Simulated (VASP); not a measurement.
Set up this calculation in VASP 6.6.1, as the native input.

* Task: single point
* Functional: PBE
* Potentials or basis: VASP PAW PBE potentials, release 64 (Ti_sv, O)
* Cutoff: 520 eV
* k mesh: 2 × 2 × 2, shifted
* Occupations: gaussian, width 0.02 eV
* Spin: no spin polarisation
* Dipole correction: no
* Further INCAR settings: LREAL = Auto; ALGO = Normal; EDIFF = 1e-06; NBANDS = 141

The structure of TiO2 lies in POSCAR:

```
TiO2
1.0
   -1.8996000593     -5.6988001778      4.8488720583
   -5.6988001778      1.8996000593     -4.8488720583
    5.6988001778     -1.8996000593     -4.8488720583
Ti O
10 20
Direct
    0.4000000000      0.8000000000      0.6000000000
    0.0000000000      0.0000000000      0.0000000000
    0.2000000000      0.4000000000      0.8000000000
    0.8000000000      0.6000000000      0.2000000000
    0.6000000000      0.2000000000      0.4000000000
    0.5000000000      0.2500000000      0.7500000000
    0.1000000000      0.4500000000      0.1500000000
    0.3000000000      0.8500000000      0.9500000000
    0.9000000000      0.0500000000      0.3500000000
    0.7000000000      0.6500000000      0.5500000000
    0.5000000000      0.0435184640      0.5435184640
    0.1000000000      0.2435184640      0.9435184640
    0.3000000000      0.6435184640      0.7435184640
    0.9000000000      0.8435184640      0.1435184640
    0.7000000000      0.4435184640      0.3435184640
    0.4000000000      0.5935184640      0.3935184640
    1.0000000000      0.7935184640      0.7935184640
    0.2000000000      0.1935184640      0.5935184640
    0.8000000000      0.3935184640      0.9935184640
    0.6000000000      0.9935184640      0.1935184640
    0.5000000000      0.4564815360      0.9564815360
    0.1000000000      0.6564815360      0.3564815360
    0.3000000000      0.0564815360      0.1564815360
    0.9000000000      0.2564815360      0.5564815360
    0.7000000000      0.8564815360      0.7564815360
    0.8000000000      0.8064815360      0.4064815360
    0.4000000000      0.0064815360      0.8064815360
    0.6000000000      0.4064815360      0.6064815360
    0.2000000000      0.6064815360      0.0064815360
    0.0000000000      0.2064815360      0.2064815360
```

These files were run (other wordings do the same):

INCAR

```
  ALGO = Normal
  EDIFF = 1E-6
  ENCUT = 520
  GGA = PE
  ISIF = 2
  ISMEAR = 0
  LASPH = T
  LCHARG = F
  LREAL = Auto
  LWAVE = F
  NBANDS = 141
  NELM = 100
  PREC = Accurate
  SIGMA = 0.02
```

KPOINTS

```
Automatic mesh
0
Gamma
  2 2 2
  0.5 0.5 0.5
```

Potentials or basis: VASP PAW PBE potentials, release 64 (Ti_sv, O).

Command:

```bash
$ cat potpaw_PBE.64/Ti_sv/POTCAR potpaw_PBE.64/O/POTCAR > POTCAR
$ mpirun -np 1 vasp_std > vasp.out
```

Results of the run:

| Quantity | Value |
| --- | --- |
| Pressure | 0.7 GPa |
| Largest force | 0.015 eV/Å |
| Band gap on the k mesh | 2.30 eV |

Caveat: a shifted mesh leaves out Γ, where band edges can lie.

Run time: 4.8 min on 1 thread of Intel(R) Xeon(R) Platinum 8488C (Sapphire Rapids), with other jobs on the host, peak memory 0.5 GiB.
